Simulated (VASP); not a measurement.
# Ca (Im-3m) in VASP: further runs

Aim: see how the results for Ca move with the level of theory and the settings. Levels: LDA, PBE. Tasks: single point.

All numbers are computed with VASP 6.6.1; they aren't measurements. Logs are shortened: lines on timing, memory, paths and dates and some standing lists are left out, and cuts for length are marked.

## (1) The cell of the first run

It takes space group Im-3m (No. 229, cubic). The conventional cell has a = 4.480 Å, b = 4.480 Å, c = 4.480 Å, α = 90.00°, β = 90.00°, γ = 90.00°. Ca (site symmetry m-3m) has 14 Ca at 3.88 to 4.48 Å within 5.1 Å.

This isn't the form of Ca at room conditions, which is fcc.

## (2) Single point, LDA

Input file INCAR:

```
PREC = Accurate
ENCUT = 520
EDIFF = 1E-6
ISMEAR = -1
SIGMA = 0.05
LREAL = False
LASPH = True
NELM = 60
ALGO = Normal
ISIF = 2
LWAVE = False
LCHARG = True
GGA = CA
LELF = True
LVHAR = True
NBANDS = 11
```

Input file KPOINTS:

```
regular mesh
0
Gamma
  10 10 10
```

Input file POSCAR:

```
Ca
1.0
   -2.2400000000      2.2400000000      2.2400000000
    2.2400000000     -2.2400000000      2.2400000000
    2.2400000000      2.2400000000     -2.2400000000
Ca
1
Direct
    0.0000000000      0.0000000000      0.0000000000
```

Potentials or basis: VASP PAW LDA potentials, release 64 (Ca_sv).

Run with:

```bash
$ cat potpaw_LDA.64/Ca_sv/POTCAR > POTCAR
$ mpirun -np 1 vasp_std > vasp.out
```

OUTCAR:

```text
PREC = Accurate
   ENCUT = 520
   EDIFF = 1E-6
   ISMEAR = -1
   LREAL = False
   LASPH = True
   NELM = 60
   ISIF = 2
   GGA = CA

 ion  position               nearest neighbor table
   1  0.000  0.000  0.000-

  LATTYP: Found a body centered cubic cell.
 ALAT       =     4.4800000000

  Lattice vectors:

 A1 = (  -2.2400000000,   2.2400000000,   2.2400000000)
 A2 = (   2.2400000000,  -2.2400000000,   2.2400000000)
 A3 = (   2.2400000000,   2.2400000000,  -2.2400000000)

Analysis of symmetry for initial positions (statically):
=====================================================================
 Subroutine PRICEL returns:
 Original cell was already a primitive cell.

 Routine SETGRP: Setting up the symmetry group for a
 body centered cubic supercell.

 Subroutine GETGRP returns: Found 48 space group operations
 (whereof 48 operations were pure point group operations)
 out of a pool of 48 trial point group operations.

The static configuration has the point symmetry O_h .

Analysis of symmetry for dynamics (positions and initial velocities):
=====================================================================
 Subroutine PRICEL returns:
 Original cell was already a primitive cell.

 Routine SETGRP: Setting up the symmetry group for a
 body centered cubic supercell.

 Subroutine GETGRP returns: Found 48 space group operations
 (whereof 48 operations were pure point group operations)
 out of a pool of 48 trial point group operations.

The dynamic configuration has the point symmetry O_h .

 Subroutine INISYM returns: Found 48 space group operations
 (whereof 48 operations are pure point group operations),
 and found     1 'primitive' translations

----------------------------------------------------------------------------------------

                                     Primitive cell

  volume of cell :      44.9577

  direct lattice vectors                    reciprocal lattice vectors
    -2.240000000  2.240000000  2.240000000     0.000000000  0.223214286  0.223214286
     2.240000000 -2.240000000  2.240000000     0.223214286  0.000000000  0.223214286
     2.240000000  2.240000000 -2.240000000     0.223214286  0.223214286  0.000000000

  length of vectors
     3.879793809  3.879793809  3.879793809     0.315672670  0.315672670  0.315672670

  position of ions in fractional coordinates (direct lattice)
     0.000000000  0.000000000  0.000000000

[... 73 lines left out ...]
   ENCUT  =  520.0 eV  38.22 Ry    6.18 a.u.   7.21  7.21  7.21*2*pi/ulx,y,z
   NELM   =     60;   NELMIN=  2; NELMDL= -5     # of ELM steps
   EDIFF  = 0.1E-05   stopping-criterion for ELM
   LREAL  =      F    real-space projection
[... 7 lines left out ...]
   TEBEG  =    0.0;   TEEND  =   0.0 temperature during run
   PSTRESS=    0.0 pullay stress
   NELECT =      10.0000    total number of electrons
   NUPDOWN=      -1.0000    fix difference up-down
   EMIN   =  10.00;   EMAX   =-10.00  energy-range for DOS
   EFERMI =   0.00;   METHOD = LEGACY
   ISMEAR =    -1;   SIGMA  =   0.05  broadening in eV -4-tet -1-fermi 0-gaus
   EFERMI_NEDOS =   21; number of points for ismear=-14 and -15
   IALGO  =     38    algorithm
   IMIX   =      4    mixing-type and parameters
     AMIX     =   0.40;   BMIX     =  1.00
     AMIX_MAG =   1.60;   BMIX_MAG =  1.00
  volume/ion in A,a.u.               =      44.96       303.39
  Fermi-wavevector in a.u.,A,eV,Ry     =   0.991913  1.874443 13.386649  0.983891
  Thomas-Fermi vector in A             =   2.123688
   LORBIT       =      0    0 simple, 1 ext, 2 COOP (PROOUT), +10 PAW based schemes
   GGA     = CA    functional components
   LHFCALC =     F    Hartree Fock is set to
   AEXX    =    0.0000 exact exchange contribution
   IVDW    =     0    specifies the selected vdW correction
   LEPSILON=     F    determine dielectric tensor
   LRPA    =     F    only Hartree local field effects (RPA)
 non-spin polarized calculation
  energy-cutoff  :      520.00
  volume of cell :       44.96
 maximum number of plane-waves:      1264
 NGX is ok and might be reduce to    30
   NGX = 15   NGY = 15   NGZ = 15

 number of electron      10.0000001 magnetization

 Free energy of the ion-electron system (eV)
  ---------------------------------------------------
  ext. energy  EPLUGINS =         0.00000000
  ---------------------------------------------------
  free energy    TOTEN  =        -2.13741165 eV

  energy without entropy =       -2.12341962  energy(sigma->0) =       -2.13041564

 E-fermi :   1.6050     XC(G=0):  -7.7621

 val. band max:        1.6023285406   @ k =   0.5000   0.5000   0.3000
 cond. band min:       1.6124104848   @ k =   0.4000   0.2000  -0.0000
 fundamental gap:      0.0100819442
 Fermi energy:         1.6049583899

 k-point     1 :       0.0000    0.0000    0.0000
  band No.  band energies     occupation
      1     -40.1728      2.00000
      2     -21.3870      2.00000
      3     -21.3870      2.00000
      4     -21.3870      2.00000
      5      -2.3594      2.00000
      6       3.6578      0.00000
      7       3.6578      0.00000
      8       3.6578      0.00000
      9       4.6568      0.00000
     10       4.6568      0.00000
     11      11.5644      0.00000
[... 309 lines left out ...]
 k-point    24 :      -0.3000    0.3000    0.1000
  band No.  band energies     occupation
      1     -40.1641      2.00000
      2     -21.4617      2.00000
      3     -21.4171      2.00000
      4     -21.3956      2.00000
      5      -0.7605      2.00000
      6       2.7497      0.00000
      7       3.1579      0.00000
      8       4.1658      0.00000
      9       4.6660      0.00000
     10       4.8748      0.00000
     11       8.1309      0.00000

 [... further k-points ...]

------------------------ aborting loop because EDIFF is reached ----------------------------------------

  FORCE on cell =-STRESS in cart. coord.  units (eV):
  Direction    XX          YY          ZZ          XY          YZ          ZX
  --------------------------------------------------------------------------------------
  -------------------------------------------------------------------------------------
  Total       -0.6946549     -0.6946549     -0.6946549     -0.0000000     -0.0000000     -0.0000000
  in kB      -24.7557248    -24.7557248    -24.7557248     -0.0000000     -0.0000000     -0.0000000
  external PRESSURE =     -24.7557248 kB  Pullay stress =       0.0000000 kB

 VOLUME and BASIS-vectors are now :
 -----------------------------------------------------------------------------
  energy-cutoff  :      520.00
  volume of cell :       44.96
      direct lattice vectors                 reciprocal lattice vectors
    -2.240000000  2.240000000  2.240000000     0.000000000  0.223214286  0.223214286
     2.240000000 -2.240000000  2.240000000     0.223214286  0.000000000  0.223214286
     2.240000000  2.240000000 -2.240000000     0.223214286  0.223214286  0.000000000

 POSITION                                       TOTAL-FORCE (eV/Angst)
 -----------------------------------------------------------------------------------
      0.00000      0.00000      0.00000         0.000000     -0.000000      0.000000
 -----------------------------------------------------------------------------------
    total drift:                               -0.000000     -0.000000      0.000000

  FREE ENERGIE OF THE ION-ELECTRON SYSTEM (eV)
  ---------------------------------------------------
  free  energy   TOTEN  =        -2.1374116535 eV

  energy  without entropy=       -2.1234196218  energy(sigma->0) =       -2.13041564
```

Run time: 19 s. Hardware: 1 thread of Intel Xeon 8259CL, shared host; peak memory 0.16 GiB.

Results:

| Item | Value |
| --- | --- |
| Free energy | -2.1374 eV |
| Pressure | -2.5 GPa |
| Band gap on the k mesh | zero (bands 5 and 6 overlap by 0.22 eV) |

Levels at points of the mesh, in eV from the Fermi level:
```
           k point  band 3  band 4  band 5  band 6  band 7  band 8
(0.00, 0.00, 0.00)  -22.99  -22.99   -3.96    2.05    2.05    2.05
(0.50, 0.00, 0.00)  -23.03  -22.99   -0.93   -0.03    1.19    2.93
(0.50, 0.50, 0.50)  -23.08  -23.08    0.06    0.06    3.65    3.65
```

## (3) Single point, PBE

INCAR, as its differences from that of step 2:

```diff
@@ -7,3 +7,3 @@
 LASPH = True
-NELM = 60
+NELM = 100
 ALGO = Normal
@@ -12,3 +12,3 @@
 LCHARG = True
-GGA = CA
+GGA = PE
 LELF = True
```

Input file KPOINTS:

```
Automatic mesh
0
Gamma
  10 10 10
```

POSCAR is that of step 2.

Potentials or basis: VASP PAW PBE potentials, release 64 (Ca_sv).

Run with:

```bash
$ cat potpaw_PBE.64/Ca_sv/POTCAR > POTCAR
$ mpirun -np 1 vasp_std > vasp.out
```

Run time: 21 s. Hardware: 1 thread of Intel Xeon 8259CL, shared host; peak memory 0.17 GiB.

The run converged. Its results:

```
Free energy            : -1.9128 eV
Pressure               : -1.0 GPa
Band gap on the k mesh : zero (bands 5 and 6 overlap by 0.28 eV)
```

Levels at points of the mesh, in eV from the Fermi level:
```tsv
k point	band 3	band 4	band 5	band 6	band 7	band 8
(0.00, 0.00, 0.00)	-23.15	-23.15	-3.96	2.19	2.19	2.19
(0.50, 0.00, 0.00)	-23.19	-23.15	-0.88	-0.09	1.30	3.07
(0.50, 0.50, 0.50)	-23.23	-23.23	0.10	0.10	3.67	3.67
```

## (4) Single point, PBE

Input file INCAR:

```
  PREC = Accurate
  ENCUT = 520
  EDIFF = 1E-6
  ISMEAR = -5
  SIGMA = 0.1
  LREAL = False
  LASPH = True
  NELM = 80
  ALGO = Normal
  ISIF = 2
  LWAVE = False
  LCHARG = True
  GGA = PE
  LELF = True
  LVHAR = True
  NBANDS = 11
```

Input file KPOINTS:

```
Automatic mesh
0
Gamma
  10 10 10
  0.5 0.5 0.5
```

POSCAR is that of step 3.

Potentials or basis: VASP PAW PBE potentials, release 64 (Ca_sv).

Run with:

```bash
$ cat potpaw_PBE.64/Ca_sv/POTCAR > POTCAR
$ mpirun -np 1 vasp_std > vasp.out
```

OUTCAR:

```text
PREC = Accurate
   ENCUT = 520
   EDIFF = 1E-6
   ISMEAR = -5
   LREAL = False
   LASPH = True
   NELM = 80
   ISIF = 2
   GGA = PE

 ion  position               nearest neighbor table
   1  0.000  0.000  0.000-

  LATTYP: Found a body centered cubic cell.
 ALAT       =     4.4800000000

  Lattice vectors:

 A1 = (  -2.2400000000,   2.2400000000,   2.2400000000)
 A2 = (   2.2400000000,  -2.2400000000,   2.2400000000)
 A3 = (   2.2400000000,   2.2400000000,  -2.2400000000)

Analysis of symmetry for initial positions (statically):
=====================================================================
 Subroutine PRICEL returns:
 Original cell was already a primitive cell.

 Routine SETGRP: Setting up the symmetry group for a
 body centered cubic supercell.

 Subroutine GETGRP returns: Found 48 space group operations
 (whereof 48 operations were pure point group operations)
 out of a pool of 48 trial point group operations.

The static configuration has the point symmetry O_h .
[... 166 lines left out ...]
 fundamental gap:     -0.2294457061
 Fermi energy:         1.8039720963

 k-point     1 :       0.0500    0.0500    0.0500
  band No.  band energies     occupation
      1     -40.4253      2.00000
      2     -21.3677      2.00000
      3     -21.3523      2.00000
      4     -21.3523      2.00000
      5      -1.9336      2.00000
      6       3.8276      0.00000
      7       3.8276      0.00000
      8       4.1922      0.00000
      9       4.9030      0.00000
     10       4.9030      0.00000
     11      11.3163      0.00000
[... 309 lines left out ...]
 k-point    24 :       0.2500    0.1500    0.1500
  band No.  band energies     occupation
      1     -40.4161      2.00000
      2     -21.4392      2.00000
      3     -21.3886      2.00000
      4     -21.3716      2.00000
      5       0.8100      2.00626
      6       2.3374     -0.00392
      7       2.6356      0.00000
      8       5.1099      0.00000
      9       5.2043      0.00000
     10       6.1573      0.00000
     11       6.4027      0.00000

 [... further k-points ...]

------------------------ aborting loop because EDIFF is reached ----------------------------------------

  FORCE on cell =-STRESS in cart. coord.  units (eV):
  Direction    XX          YY          ZZ          XY          YZ          ZX
  --------------------------------------------------------------------------------------
  -------------------------------------------------------------------------------------
  Total       -0.3083589     -0.3083589     -0.3083589      0.0000000      0.0000000      0.0000000
  in kB      -10.9891226    -10.9891226    -10.9891226      0.0000000      0.0000000      0.0000000
  external PRESSURE =     -10.9891226 kB  Pullay stress =       0.0000000 kB

 VOLUME and BASIS-vectors are now :
 -----------------------------------------------------------------------------
  energy-cutoff  :      520.00
  volume of cell :       44.96
      direct lattice vectors                 reciprocal lattice vectors
    -2.240000000  2.240000000  2.240000000     0.000000000  0.223214286  0.223214286
     2.240000000 -2.240000000  2.240000000     0.223214286  0.000000000  0.223214286
     2.240000000  2.240000000 -2.240000000     0.223214286  0.223214286  0.000000000

 POSITION                                       TOTAL-FORCE (eV/Angst)
 -----------------------------------------------------------------------------------
      0.00000      0.00000      0.00000        -0.000000      0.000000      0.000000
 -----------------------------------------------------------------------------------
    total drift:                               -0.000000     -0.000000      0.000000

  FREE ENERGIE OF THE ION-ELECTRON SYSTEM (eV)
  ---------------------------------------------------
  free  energy   TOTEN  =        -1.9027149679 eV

  energy  without entropy=       -1.9027149679  energy(sigma->0) =       -1.90271497
```

Run time: 20 s. Hardware: 1 thread of Intel Xeon 8259CL, shared host; peak memory 0.18 GiB.

Results:

```
Free energy            : -1.9027 eV
Pressure               : -1.1 GPa
Band gap on the k mesh : zero (bands 5 and 6 overlap by 0.40 eV)
```

Caveat: tetrahedron occupations give inexact forces and stress in metals.

## (5) Single point, PBE

Input file INCAR:

```
ALGO = Normal
EDIFF = 1E-7
ENCUT = 520
GGA = PE
ISIF = 2
ISMEAR = 1
LASPH = True
LCHARG = False
LREAL = False
LWAVE = False
NBANDS = 11
NELM = 100
PREC = Accurate
SIGMA = 0.15
```

Input file KPOINTS:

```
k-points
0
Gamma
  10 10 10
```

POSCAR is that of step 4.

Run with:

```bash
$ cat potpaw_PBE.64/Ca_sv/POTCAR > POTCAR
$ mpirun -np 1 vasp_std > vasp.out
```

Run time: 21 s. Hardware: 1 thread of Intel Xeon Platinum 8375C at 2.90GHz (Ice Lake), shared host; peak memory 0.17 GiB.

The run converged. Its results:

- Free energy: -1.9063 eV
- Pressure: -1.0 GPa
- Band gap on the k mesh: zero (bands 5 and 6 overlap by 0.27 eV)

Levels at points of the mesh, in eV from the Fermi level:
| k point | band 2 | band 3 | band 4 | band 5 | band 6 | band 7 | band 8 | band 9 |
| --- | --- | --- | --- | --- | --- | --- | --- | --- |
| (0.00, 0.00, 0.00) | -23.17 | -23.17 | -23.17 | -3.98 | 2.18 | 2.18 | 2.18 | 3.16 |
| (0.50, 0.00, 0.00) | -23.28 | -23.20 | -23.17 | -0.89 | -0.10 | 1.29 | 3.06 | 3.41 |
| (0.50, 0.50, 0.50) | -23.25 | -23.25 | -23.25 | 0.09 | 0.09 | 3.66 | 3.66 | 3.66 |

## (6) Single point, PBE

Input file INCAR:

```
PREC = Accurate
ENCUT = 520
EDIFF = 1E-6
ISMEAR = -1
SIGMA = 0.01
LREAL = F
LASPH = T
NELM = 60
ALGO = Normal
ISIF = 2
LWAVE = F
LCHARG = F
GGA = PE
NBANDS = 11
```

Input file KPOINTS:

```
regular mesh
0
Gamma
  10 10 10
```

POSCAR is that of step 5.

Potentials or basis: VASP PAW PBE potentials, release 64 (Ca_sv).

Run with:

```bash
$ cat potpaw_PBE.64/Ca_sv/POTCAR > POTCAR
$ mpirun -np 1 vasp_std > vasp.out
```

OUTCAR:

```text
PREC = Accurate
   ENCUT = 520
   EDIFF = 1E-6
   ISMEAR = -1
   LREAL = F
   LASPH = T
   NELM = 60
   ISIF = 2
   GGA = PE

 ion  position               nearest neighbor table
   1  0.000  0.000  0.000-

  LATTYP: Found a body centered cubic cell.
 ALAT       =     4.4800000000

  Lattice vectors:

 A1 = (  -2.2400000000,   2.2400000000,   2.2400000000)
 A2 = (   2.2400000000,  -2.2400000000,   2.2400000000)
 A3 = (   2.2400000000,   2.2400000000,  -2.2400000000)

[... 513 lines left out ...]
     11       8.3728      0.00000

 [... further k-points ...]

------------------------ aborting loop because EDIFF is reached ----------------------------------------

  FORCE on cell =-STRESS in cart. coord.  units (eV):
  Direction    XX          YY          ZZ          XY          YZ          ZX
  --------------------------------------------------------------------------------------
  -------------------------------------------------------------------------------------
  Total       -0.2586076     -0.2586076     -0.2586076     -0.0000000     -0.0000000      0.0000000
  in kB       -9.2161119     -9.2161119     -9.2161119     -0.0000000     -0.0000000      0.0000000
  external PRESSURE =      -9.2161119 kB  Pullay stress =       0.0000000 kB

 VOLUME and BASIS-vectors are now :
 -----------------------------------------------------------------------------
  energy-cutoff  :      520.00
  volume of cell :       44.96
      direct lattice vectors                 reciprocal lattice vectors
    -2.240000000  2.240000000  2.240000000     0.000000000  0.223214286  0.223214286
     2.240000000 -2.240000000  2.240000000     0.223214286  0.000000000  0.223214286
     2.240000000  2.240000000 -2.240000000     0.223214286  0.223214286  0.000000000

 POSITION                                       TOTAL-FORCE (eV/Angst)
 -----------------------------------------------------------------------------------
      0.00000      0.00000      0.00000        -0.000000      0.000000      0.000000
 -----------------------------------------------------------------------------------
    total drift:                                0.000000     -0.000000      0.000000

  FREE ENERGIE OF THE ION-ELECTRON SYSTEM (eV)
  ---------------------------------------------------
  free  energy   TOTEN  =        -1.9058651949 eV

  energy  without entropy=       -1.9050652155  energy(sigma->0) =       -1.90546521
```

stdout:

```text
POSCAR found type information on POSCAR Ca
 POSCAR found :  1 types and       1 ions
 scaLAPACK will be used
 LDA part: xc-table for (Slater+PW92), standard interpolation
 POSCAR, INCAR and KPOINTS ok, starting setup
 FFT: planning ... GRIDC
 FFT: planning ... GRID_SOFT
 FFT: planning ... GRID
 WAVECAR not read
 entering main loop
```

Wall time 16 s (1 thread of Intel Xeon Platinum 8375C at 2.90GHz (Ice Lake), shared host); peak memory 0.17 GiB.

Results:

| Property | Result |
| --- | --- |
| Free energy | -1.9059 eV |
| Pressure | -0.9 GPa |
| Band gap on the k mesh | zero (bands 5 and 6 overlap by 0.27 eV) |

## (7) Summary

| level | potentials or basis | k mesh | smearing | gap on the mesh (eV) | pressure (GPa) |
| --- | --- | --- | --- | --- | --- |
| LDA | VASP PAW LDA potentials, release 64 (Ca_sv) | 10 × 10 × 10 | fermi-dirac 0.05 eV | none | -2.5 |
| PBE | VASP PAW PBE potentials, release 64 (Ca_sv) | 10 × 10 × 10 | fermi-dirac 0.05 eV | none | -1.0 |
| PBE | VASP PAW PBE potentials, release 64 (Ca_sv) | 10 × 10 × 10, shifted | tetrahedron | none | -1.1 |
| PBE | VASP PAW PBE potentials, release 64 (Ca_sv) | 10 × 10 × 10 | methfessel-paxton 0.15 eV | none | -1.0 |
| PBE | VASP PAW PBE potentials, release 64 (Ca_sv) | 10 × 10 × 10 | fermi-dirac 0.01 eV | none | -0.9 |

Alike in all rows: task single point; no spin polarisation; cell as given; cutoff (eV) 520.

Caveats: tetrahedron occupations give inexact forces and stress in metals (at least some runs).

Absolute energies hang on the potentials; compare differences alone.
